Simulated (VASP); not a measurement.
Here is a VASP 6.6.1 calculation.

POSCAR

```
LuGaAs2
1.0
    1.9502578143      1.1259818741      6.4227396371
   -1.9502578143      1.1259818741      6.4227396371
    0.0000000000     -2.2519637481      6.4227396371
Ga Lu As
1 1 2
Direct
    1.0000000000      0.0000000000      0.0000000000
    0.5000000000      0.5000000000      0.5000000000
    0.2565666140      0.2565666140      0.2565666140
    0.7434333860      0.7434333860      0.7434333860
```

The input INCAR.step1:

```
SYSTEM = LuGaAs2
PREC = Accurate
ENCUT = 520
ISMEAR = -1
SIGMA = 0.02
LREAL = .False.
LASPH = .True.
NELM = 60
NBANDS = 32
GGA = PE
ALGO = Normal
EDIFF = 1E-4
LWAVE = .True.
LCHARG = .False.
```

File INCAR.step2:

```
SYSTEM = LuGaAs2
PREC = Accurate
ENCUT = 520
EDIFF = 1E-7
ISMEAR = -1
SIGMA = 0.02
LREAL = .False.
LASPH = .True.
NELM = 60
ALGO = Normal
ISIF = 2
LWAVE = .False.
LCHARG = .True.
METAGGA = R2SCAN
LMIXTAU = .True.
LELF = .True.
LVHAR = .True.
NBANDS = 32
ISTART = 1
```

The input KPOINTS:

```
regular mesh
0
Gamma
  8 8 8
  0 0 0
```

Potentials or basis: VASP PAW PBE potentials, release 64 (Ga_d, Lu, As).

Run with:

```sh
$ cat potpaw_PBE.64/Ga_d/POTCAR potpaw_PBE.64/Lu/POTCAR potpaw_PBE.64/As/POTCAR > POTCAR
$ cp INCAR.step1 INCAR
$ mpirun -np 1 vasp_std > vasp.out
$ cp INCAR.step2 INCAR
$ mpirun -np 1 vasp_std > vasp.out
```

(1) What does it give for the pressure?

(2) Estimate the largest force.

(3) What does it give for the band gap on the k mesh?

Answers

(1) 0.3 GPa.

(2) 0.030 eV/Å.

(3) zero (bands 24 and 25 overlap by 1.15 eV).

Caveat: the PAW data sets were made with another functional, which shifts forces and pressure a little; spin-orbit coupling is left out, which moves the levels of the heavy elements.
